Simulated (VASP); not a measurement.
# WSe2 (P6_3/mmc) in VASP: notebook

Runs on WSe2. Level: PBE. Tasks: single point.

Program: VASP 6.6.1. These are calculated values, not measurements. Logs are shortened: lines on timing, memory, paths and dates and some standing lists are left out, and cuts for length are marked.

**What was measured.**

“Time-resolved XUV ARPES with tunable 24–33 eV laser pulses at 30 meV resolution”, 2019, pmc:6684652 reports, for a bulk crystal of WSe2: band gap 1.3 eV (indirect).

How close the calculation comes is told below.

## 1. The cell of the first run

It takes space group P6_3/mmc (No. 194, hexagonal). The conventional cell has a = 3.321 Å, b = 3.321 Å, c = 15.269 Å, α = 90.00°, β = 90.00°, γ = 120.00°. W (site symmetry -6m2) has 6 Se at 2.55 Å and 6 W at 3.32 Å within 3.4 Å. Se (site symmetry 3m) has 3 W at 2.55 Å and 7 Se at 3.32 to 3.36 Å within 3.4 Å.

## 2. Single point, PBE, collinear spin

Contents of INCAR:

```
PREC     = Accurate       # precision mode
ENCUT    = 520            # plane-wave cutoff, eV
EDIFF    = 1E-7           # SCF threshold, eV
ISMEAR   = 0              # smearing method
SIGMA    = 0.05           # smearing width, eV
LREAL    = False          # projectors in reciprocal space
LASPH    = True           # aspherical terms in the spheres
NELM     = 150            # most SCF steps
ALGO     = Normal         # electronic algorithm
ISIF     = 2              # what is computed and relaxed
LWAVE    = False          # write WAVECAR
LCHARG   = False          # write CHGCAR
ISPIN    = 2              # spin polarisation
MAGMOM   = 2 2 0 0 0 0    # initial moments
LORBIT   = 11             # projections on sites
LMAXMIX  = 4              # l up to which the mixer works
GGA      = PE             # functional
NBANDS   = 39             # bands
```

Contents of KPOINTS:

```
Automatic mesh
0
Gamma
  10 10 4
```

Contents of POSCAR:

```
WSe2
1.0
    3.3206726644      0.0000000000      0.0000000000
   -1.6603363322      2.8757868850      0.0000000000
    0.0000000000      0.0000000000     15.2692400593
W Se
2 4
Direct
    0.3333333333      0.6666666667      0.2500000000
    0.6666666667      0.3333333333      0.7500000000
    0.3333333333      0.6666666667      0.6400904823
    0.6666666667      0.3333333333      0.1400904823
    0.3333333333      0.6666666667      0.8599095177
    0.6666666667      0.3333333333      0.3599095177
```

Potentials or basis: VASP PAW PBE potentials, release 64 (W_sv, Se).

Started as:

```bash
$ cat potpaw_PBE.64/W_sv/POTCAR potpaw_PBE.64/Se/POTCAR > POTCAR
$ mpirun -np 1 vasp_std > vasp.out
```

OUTCAR:

```text
PREC = Accurate
   ENCUT = 520
   EDIFF = 1E-7
   ISMEAR = 0
   LREAL = False
   LASPH = True
   NELM = 150
   ISIF = 2
   ISPIN = 2
   LORBIT = 11
   GGA = PE

 ion  position               nearest neighbor table
   1  0.333  0.667  0.250-   4 2.55   6 2.55   4 2.55   6 2.55   4 2.55   6 2.55
   2  0.667  0.333  0.750-   3 2.55   5 2.55   3 2.55   5 2.55   3 2.55   5 2.55
   3  0.333  0.667  0.640-   2 2.55   2 2.55   2 2.55
   4  0.667  0.333  0.140-   1 2.55   1 2.55   1 2.55
   5  0.333  0.667  0.860-   2 2.55   2 2.55   2 2.55
   6  0.667  0.333  0.360-   1 2.55   1 2.55   1 2.55

  LATTYP: Found a hexagonal cell.
 ALAT       =     3.3206726644
 C/A-ratio  =     4.5982370449

  Lattice vectors:

 A1 = (   3.3206726644,   0.0000000000,   0.0000000000)
 A2 = (  -1.6603363322,   2.8757868850,   0.0000000000)
 A3 = (   0.0000000000,   0.0000000000,  15.2692400593)

Analysis of symmetry for initial positions (statically):
=====================================================================
 Subroutine PRICEL returns:
 Original cell was already a primitive cell.

 Routine SETGRP: Setting up the symmetry group for a
 hexagonal supercell.

 Subroutine GETGRP returns: Found 24 space group operations
 (whereof 12 operations were pure point group operations)
 out of a pool of 24 trial point group operations.

The static configuration has the point symmetry D_3d.
 The point group associated with its full space group is D_6h.

Analysis of symmetry for dynamics (positions and initial velocities):
=====================================================================
 Subroutine PRICEL returns:
 Original cell was already a primitive cell.

 Routine SETGRP: Setting up the symmetry group for a
 hexagonal supercell.

 Subroutine GETGRP returns: Found 24 space group operations
 (whereof 12 operations were pure point group operations)
 out of a pool of 24 trial point group operations.

The dynamic configuration has the point symmetry D_3d.
 The point group associated with its full space group is D_6h.

Analysis of structural, dynamic, and magnetic symmetry:
=====================================================================
 Subroutine PRICEL returns:
 Original cell was already a primitive cell.

 Routine SETGRP: Setting up the symmetry group for a
 hexagonal supercell.

 Subroutine GETGRP returns: Found 24 space group operations
 (whereof 12 operations were pure point group operations)
 out of a pool of 24 trial point group operations.

The overall configuration has the point symmetry D_3d.
 The point group associated with its full space group is D_6h.

[... 143 lines left out ...]
   NGX = 13   NGY = 13   NGZ = 57

 number of electron      51.9999999 magnetization       0.0000169

 Free energy of the ion-electron system (eV)
  ---------------------------------------------------
  ext. energy  EPLUGINS =         0.00000000
  ---------------------------------------------------
  free energy    TOTEN  =       -43.25666931 eV

  energy without entropy =      -43.25666931  energy(sigma->0) =      -43.25666931

 E-fermi :   4.2702     XC(G=0):  -9.5103

 val. band max:        4.0480313672   @ k =   0.0000   0.0000   0.0000
 cond. band min:       5.6857607367   @ k =   0.2000   0.2000   0.0000
 fundamental gap:      1.6377293695
 Fermi energy:         4.2702040609

 spin component 1

 k-point     1 :       0.0000    0.0000    0.0000
  band No.  band energies     occupation
      1     -69.9534      1.00000
      2     -69.9534      1.00000
      3     -34.1722      1.00000
      4     -34.1722      1.00000
      5     -34.0707      1.00000
      6     -34.0707      1.00000
[... 973 lines left out ...]
     37      11.1728      0.00000
     38      11.5986      0.00000

 [... further k-points ...]

 spin component 2

 k-point     1 :       0.0000    0.0000    0.0000
  band No.  band energies     occupation
      1     -69.9534      1.00000
      2     -69.9534      1.00000
      3     -34.1722      1.00000
      4     -34.1722      1.00000
      5     -34.0708      1.00000
      6     -34.0708      1.00000
[... 973 lines left out ...]
     37      11.1728      0.00000
     38      11.5986      0.00000

 [... further k-points ...]

 [bands above 38 left out]

------------------------ aborting loop because EDIFF is reached ----------------------------------------

  FORCE on cell =-STRESS in cart. coord.  units (eV):
  Direction    XX          YY          ZZ          XY          YZ          ZX
  --------------------------------------------------------------------------------------
  -------------------------------------------------------------------------------------
  Total        0.1994504      0.1994504      0.2753213      0.0000000      0.0000000      0.0000000
  in kB        2.1915190      2.1915190      3.0251732      0.0000000      0.0000000      0.0000000
  external PRESSURE =       2.4694037 kB  Pullay stress =       0.0000000 kB

 VOLUME and BASIS-vectors are now :
 -----------------------------------------------------------------------------
  energy-cutoff  :      520.00
  volume of cell :      145.81
      direct lattice vectors                 reciprocal lattice vectors
     3.320672664  0.000000000  0.000000000     0.301143805  0.173865457  0.000000000
    -1.660336332  2.875786885  0.000000000     0.000000000  0.347730913  0.000000000
     0.000000000  0.000000000 15.269240059     0.000000000  0.000000000  0.065491144

 POSITION                                       TOTAL-FORCE (eV/Angst)
 -----------------------------------------------------------------------------------
     -0.00000      1.91719      3.81731        -0.000000     -0.000000     -0.000000
      1.66034      0.95860     11.45193         0.000000     -0.000000     -0.000000
     -0.00000      1.91719      9.77370         0.000000      0.000000     -0.044215
      1.66034      0.95860      2.13908        -0.000000      0.000000     -0.044215
     -0.00000      1.91719     13.13016         0.000000      0.000000      0.044215
      1.66034      0.95860      5.49554        -0.000000      0.000000      0.044215
 -----------------------------------------------------------------------------------
    total drift:                               -0.000000      0.000000     -0.000000

  FREE ENERGIE OF THE ION-ELECTRON SYSTEM (eV)
  ---------------------------------------------------
  free  energy   TOTEN  =       -43.2566693114 eV

  energy  without entropy=      -43.2566693114  energy(sigma->0) =      -43.25666931

 total charge

# of ion       s       p       d       tot
------------------------------------------
    1        2.307   6.269   3.351  11.927
    2        2.307   6.269   3.351  11.927
    3        1.474   2.346   0.066   3.886
    4        1.474   2.346   0.066   3.886
    5        1.474   2.346   0.066   3.886
    6        1.474   2.346   0.066   3.886
--------------------------------------------------
tot         10.509  21.922   6.967  39.398

 magnetization (x)

# of ion       s       p       d       tot
------------------------------------------
    1       -0.000  -0.000  -0.000  -0.000
    2       -0.000  -0.000  -0.000  -0.000
    3       -0.000   0.000  -0.000   0.000
    4       -0.000   0.000  -0.000   0.000
    5       -0.000   0.000  -0.000   0.000
    6       -0.000   0.000  -0.000   0.000
--------------------------------------------------
tot         -0.000   0.000  -0.000  -0.000
```

stdout:

```text
POSCAR found type information on POSCAR W Se
 POSCAR found :  2 types and       6 ions
 scaLAPACK will be used
 LDA part: xc-table for (Slater+PW92), standard interpolation
 POSCAR, INCAR and KPOINTS ok, starting setup
 FFT: planning ... GRIDC
 FFT: planning ... GRID_SOFT
 FFT: planning ... GRID
 WAVECAR not read
 entering main loop
```

It took 9.3 min on 1 thread of Intel Xeon Platinum 8488C (Sapphire Rapids), shared host; peak memory 0.57 GiB.

Results:

```
Free energy                                           : -43.2567 eV
Pressure                                              : 0.2 GPa
Largest force                                         : 0.044 eV/Å
Band gap on the k mesh                                : 1.64 eV (least direct gap 1.81 eV)
Net moment                                            : 0.00 μB per cell
Valence electrons inside the program's atomic spheres : W 11.93; Se 3.89
```

Forces on the atoms (eV/Å):
```
W    0.000  0.000  0.000
W    0.000  0.000  0.000
Se   0.000  0.000 -0.044
Se   0.000  0.000 -0.044
Se   0.000  0.000  0.044
Se   0.000  0.000  0.044
```

Stress tensor (GPa, compression positive):
```
0.22 0.00 0.00
0.00 0.22 0.00
0.00 0.00 0.30
```

Caveat: spin-orbit coupling is left out, which moves the levels of the heavy elements; this functional lacks dispersion, which binds layers or chains, so the pressure and a relaxed spacing across them are unreliable.

## 3. Single point, PBE, collinear spin

Contents of INCAR:

```
PREC = Accurate
ENCUT = 520
EDIFF = 1E-7
ISMEAR = 0
SIGMA = 0.05
LREAL = F
LASPH = T
NELM = 150
ALGO = Normal
ISIF = 2
LWAVE = F
LCHARG = F
ISPIN = 2
MAGMOM = 0.05 0.05 0 0 0 0
LORBIT = 11
LMAXMIX = 4
GGA = PE
NBANDS = 39
```

Contents of KPOINTS:

```
Automatic mesh
0
Gamma
  10 10 2
```

POSCAR is that of step 2.

Potentials or basis: VASP PAW PBE potentials, release 64 (W_sv, Se).

Started as:

```bash
$ cat potpaw_PBE.64/W_sv/POTCAR potpaw_PBE.64/Se/POTCAR > POTCAR
$ mpirun -np 1 vasp_std > vasp.out
```

Run time: 17 min. Hardware: 1 thread of Intel Xeon 8259CL, shared host; peak memory 0.5 GiB.

Results (log left out):

| Item | Value |
| --- | --- |
| Free energy | -43.2567 eV |
| Pressure | 0.2 GPa |
| Largest force | 0.044 eV/Å |
| Band gap on the k mesh | 1.64 eV (least direct gap 1.81 eV) |
| Net moment | 0.00 μB per cell |
| Valence electrons inside the program's atomic spheres | W 11.93; Se 3.89 |

Forces in eV/Å, atoms in the order of the input:
```
W    0.000  0.000  0.000
W    0.000  0.000  0.000
Se   0.000  0.000 -0.044
Se   0.000  0.000 -0.044
Se   0.000  0.000  0.044
Se   0.000  0.000  0.044
```

Stress tensor (GPa, compression positive):
```
0.22 0.00 0.00
0.00 0.22 0.00
0.00 0.00 0.31
```

Levels at points of the mesh, in eV from the valence-band top:
Spin up:
| k point | band 22 | band 23 | band 24 | band 25 | band 26 | band 27 | band 28 | band 29 | band 30 | band 31 |
| --- | --- | --- | --- | --- | --- | --- | --- | --- | --- | --- |
| (0.00, 0.00, 0.00) | -1.16 | -1.15 | -1.15 | -0.45 | 0.00 | 2.97 | 2.97 | 2.98 | 2.98 | 3.14 |
| (0.50, 0.00, 0.00) | -2.03 | -0.91 | -0.89 | -0.88 | -0.86 | 2.42 | 2.43 | 2.75 | 2.84 | 3.55 |
| (0.00, 0.00, 0.50) | -1.15 | -1.15 | -1.15 | -0.17 | -0.17 | 2.98 | 2.98 | 2.98 | 2.98 | 3.15 |
| (0.50, 0.00, 0.50) | -2.04 | -0.90 | -0.90 | -0.87 | -0.87 | 2.43 | 2.43 | 2.79 | 2.79 | 3.73 |
Spin down:
| k point | band 24 | band 25 | band 26 | band 27 | band 28 | band 29 |
| --- | --- | --- | --- | --- | --- | --- |
| (0.00, 0.00, 0.00) | -1.15 | -0.45 | 0.00 | 2.97 | 2.97 | 2.98 |
| (0.50, 0.00, 0.00) | -0.89 | -0.88 | -0.86 | 2.42 | 2.43 | 2.75 |
| (0.00, 0.00, 0.50) | -1.15 | -0.17 | -0.17 | 2.98 | 2.98 | 2.98 |
| (0.50, 0.00, 0.50) | -0.90 | -0.87 | -0.87 | 2.43 | 2.43 | 2.79 |

Caveat: spin-orbit coupling is left out, which moves the levels of the heavy elements; this functional lacks dispersion, which binds layers or chains, so the pressure and a relaxed spacing across them are unreliable.

## 4. Against experiment

Step 2. Measured gap of WSe2: 1.3 eV (indirect; “Time-resolved XUV ARPES with tunable 24–33 eV laser pulses at 30 meV resolution”, 2019, pmc:6684652). This calculation gives 1.64 eV (+0.34 eV). Spin-orbit coupling on Se, W is left out. The value is that of PBE on a finite k mesh, which can miss the band edges, without temperature or zero-point motion.

Step 3. Measured gap of WSe2: 1.3 eV (indirect; “Time-resolved XUV ARPES with tunable 24–33 eV laser pulses at 30 meV resolution”, 2019, pmc:6684652). This calculation gives 1.64 eV (+0.34 eV). Spin-orbit coupling on Se, W is left out. The value is that of PBE on a finite k mesh, which can miss the band edges, without temperature or zero-point motion.
